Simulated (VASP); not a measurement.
Here is a VASP 6.6.1 calculation.

File INCAR:

```
SYSTEM = BiTe
ALGO = Normal ; EDIFF = 1E-7
ENCUT = 520 ; GGA = PS
ISIF = 2 ; ISMEAR = 0
LASPH = .TRUE. ; LCHARG = .TRUE.
LELF = .TRUE. ; LREAL = .FALSE.
LVHAR = .TRUE. ; LWAVE = .FALSE.
NBANDS = 18 ; NELM = 100
PREC = Accurate ; SIGMA = 0.15
```

Contents of KPOINTS:

```
k-points
0
G
  12 12 12
  0 0 0
```

File POSCAR:

```
BiTe
1.0
    2.3136859230      1.4616947791      3.3172919545
   -2.3136859230      1.4616947791      3.3172919545
    0.0000000000     -2.9233895582      3.3172919545
Bi Te
1 1
Direct
    0.5000000000      0.5000000000      0.5000000000
    0.0000000000      0.0000000000      0.0000000000
```

Potentials or basis: VASP PAW PBE potentials, release 64 (Bi_d, Te).

Command:

```console
$ cat potpaw_PBE.64/Bi_d/POTCAR potpaw_PBE.64/Te/POTCAR > POTCAR
$ mpirun -np 1 vasp_std > vasp.out
```

Question: What does it give for the pressure?

Answer: -2.3 GPa.

Stress tensor (GPa, compression positive):
```
-1.11  0.00  0.00
 0.00 -3.73 -1.45
 0.00 -1.45 -2.09
```

Caveat: the cell differs from its parent crystal (strain -0.0450 x Voigt [1, -1, 0, 0, 0, 0]); the PAW data sets were made with another functional, which shifts forces and pressure a little.
